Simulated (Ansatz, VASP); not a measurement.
# Two plane-wave programs on ScAl4N

```xyz
6
Lattice="2.6810 1.5479 3.9675 -2.6810 1.5479 3.9675 0.0000 -3.0958 3.9675" Properties=species:S:1:pos:R:3 pbc="T T T"
Sc    0.0000    0.0000    0.0291
Al   -1.3205    0.7624    6.6317
Al    0.0000   -1.5248    6.6317
Al    1.3205    0.7624    6.6317
Al    0.0000    0.0000    9.0352
N     0.0000    0.0000    3.7725
```

Change from the starting cell: species swapped into the SmCu4Pd type (R3m, No. 160).

Alike in both runs: functional PBE; k mesh 12 × 12 × 12; occupations gaussian, width 0.1 eV; no spin polarisation.

Ansatz relaxed the structure, and its values are those at the end. VASP's run is a single point on that final structure, the one shown.

|  | VASP | Ansatz |
| --- | --- | --- |
| version | VASP 6.6.1 | Ansatz 0.2.0 |
| potentials or method | VASP PAW PBE potentials, release 64 (Sc_sv, Al, N), cutoff 520 eV | scalar-relativistic, plane waves, PAW |
| valence electrons in the cell | 28 | 28 |

VASP gave:

| Quantity | Value |
| --- | --- |
| gap on the k mesh at the Fermi level (eV) | none |
| pressure (GPa) | 0.0 |
| rms of the force components (eV/Å) | 0.004 |

**Question.** What did Ansatz give for the same quantities?

**Answer.** gap on the k mesh at the Fermi level (eV): none; pressure (GPa): 0.0; rms of the force components (eV/Å): 0.001.

A gap of «none» marks a metal or a gap that the smearing closes. The functional is the same, so the differences come from potentials, cutoffs and numerics.
